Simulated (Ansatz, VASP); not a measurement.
**One calculation of Ru2Rh, two programs**

The input INCAR:

```
SYSTEM = Ru2Rh
PREC = Accurate
ENCUT = 600
EDIFF = 1E-7
ISMEAR = 0
SIGMA = 0.1
LREAL = .False.
LASPH = .True.
NELM = 80
ALGO = Fast
ISIF = 3
LWAVE = .False.
LCHARG = .False.
GGA = PE
IBRION = 2
NSW = 100
EDIFFG = -0.01
```

KPOINTS

```
Automatic mesh
0
Gamma
  16 16 8
  0 0 0
```

POSCAR

```
Ru2Rh
1.0
    2.7095439407      0.0000000000      0.0000000000
    0.0000000000      2.7095439407      0.0000000000
    0.0000000000      0.0000000000      6.0848007819
Ru Rh
2 1
Direct
    0.5000000000      0.5000000000      0.3154540710
    0.5000000000      0.5000000000      0.6845459290
    0.0000000000      0.0000000000      0.0000000000
```

Input for Ansatz:

```yaml
crystal:
  lattice:
    - [2.7095439407, 0.0, 0.0]
    - [0.0, 2.7095439407, 0.0]
    - [0.0, 0.0, 6.0848007819]
  atoms:
    - { symbol: Ru, position: [0.5, 0.5, 0.315454071] }
    - { symbol: Ru, position: [0.5, 0.5, 0.684545929] }
    - { symbol: Rh, position: [0.0, 0.0, 0.0] }
basis:
  ecutwfc: 420
kpoints:
  mp_grid: { grid: [16, 16, 8] }
hamiltonian:
  xc: pbe
scf:
  occupations: { method: gaussian, width: 0.1 }
output:
  forces: true
  stress: true
  eigenvalues: true
  write_density: true
  write_potential: true
  elf: true
  volumetric_format: npy
relax:
  adjacent_minimum: "off"
  f_tol: 0.01
  max_steps: 80
  cell: { stress_tol: 0.05 }
```

Change from the starting cell: species swapped into the Ga2Cu type (P4/mmm, No. 123).

Alike in both runs: task relaxation of cell and atoms; functional PBE; k mesh 16 × 16 × 8; occupations gaussian, width 0.1 eV; no spin polarisation.

```csv
,VASP,Ansatz
version,VASP 6.6.1,Ansatz 0.2.0
potentials or method,"VASP PAW PBE potentials, release 64 (Ru_pv, Rh_pv), cutoff 600 eV","scalar-relativistic, plane waves, PAW"
valence electrons in the cell,43,49
```

|  | VASP | Ansatz | Ansatz less VASP |
| --- | --- | --- | --- |
| gap on the k mesh at the Fermi level, each at its own relaxed structure (eV) | none | none | - |
| relaxed volume (Å³/atom) | 14.78 | 14.79 | +0.006 |
| relaxed length of the cell vector where the two differ most in proportion (Å) | 6.160 | 6.157 | -0.0027 |

A gap of «none» marks a metal or a gap that the smearing closes. VASP's potentials hold 43 valence electrons a cell and Ansatz's 49, so a difference there can come from the potentials and not from the codes.
